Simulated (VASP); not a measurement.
Write the native input for VASP 6.6.1 that does the following.

```
Task                   : single point
Functional             : PBE
Potentials or basis    : VASP PAW PBE potentials, release 64 (Al, O)
Cutoff                 : 520 eV
k mesh                 : 1 × 1 × 1
Occupations            : fermi-dirac, width 0.1034 eV
Spin                   : no spin polarisation
Dipole correction      : no
Further INCAR settings : ALGO = Normal; EDIFF = 1e-06; NBANDS = 49; ISYM = 0
```

The structure of Al2O3 lies in POSCAR:

```
Al2O3
1.0
    5.1448540000      0.0333890000     -0.0401980000
    0.0333890000      5.5015840000     -0.0056400000
   -0.0401980000     -0.0056400000      5.2914940000
Al O
6 9
Direct
    0.7576958796     -0.0142116959      0.4402249544
    0.4689429298      0.7802216584      0.8245616489
    0.9182922534      0.1136626803      0.8901849968
    0.3815144159      0.3190429753     -0.0045899100
    0.8800139929      0.5377534525      0.6594995160
    0.2679994816      0.7941007814      0.2920900546
    0.0621559896      0.4350982747     -0.0574409608
    0.6695091520      0.1213094212      0.1041156078
    0.4648646912      0.4546758663      0.7051131500
    0.9623698769      0.1934898949      0.5607230448
    0.4462107315     -0.0624660983      0.5349367249
    0.2258395080     -0.0188081810      0.0068737144
    0.4903466753      0.6112205293      0.1674236500
    0.8092038189      0.8064282983      0.8031080883
    0.9824985917      0.6986158480      0.3787973060
```

These files were run (other wordings do the same):

INCAR

```
SYSTEM = Al2O3
  PREC = Accurate
  ENCUT = 520
  EDIFF = 1E-6
  ISMEAR = -1
  SIGMA = 0.1034
  LREAL = .False.
  LASPH = .True.
  NELM = 120
  ALGO = Normal
  ISIF = 2
  LWAVE = .False.
  LCHARG = .False.
  GGA = PE
  ISYM = 0
  NBANDS = 49
  GGA_COMPAT = .False.
```

KPOINTS

```
regular mesh
0
Gamma
  1 1 1
  0 0 0
```

Potentials or basis: VASP PAW PBE potentials, release 64 (Al, O).

The run is started by

```console
$ cat potpaw_PBE.64/Al/POTCAR potpaw_PBE.64/O/POTCAR > POTCAR
$ mpirun -np 1 vasp_gam > vasp.out
```

It gave:

```
Pressure               : 13.6 GPa
Largest force          : 3.626 eV/Å
Band gap on the k mesh : 3.56 eV
```

Caveat: the k points lie up to 1.22 Å⁻¹ apart.

Run time: 15 s on 1 thread of Intel(R) Xeon(R) Platinum 8488C (Sapphire Rapids), with other jobs on the host, peak memory 0.22 GiB.
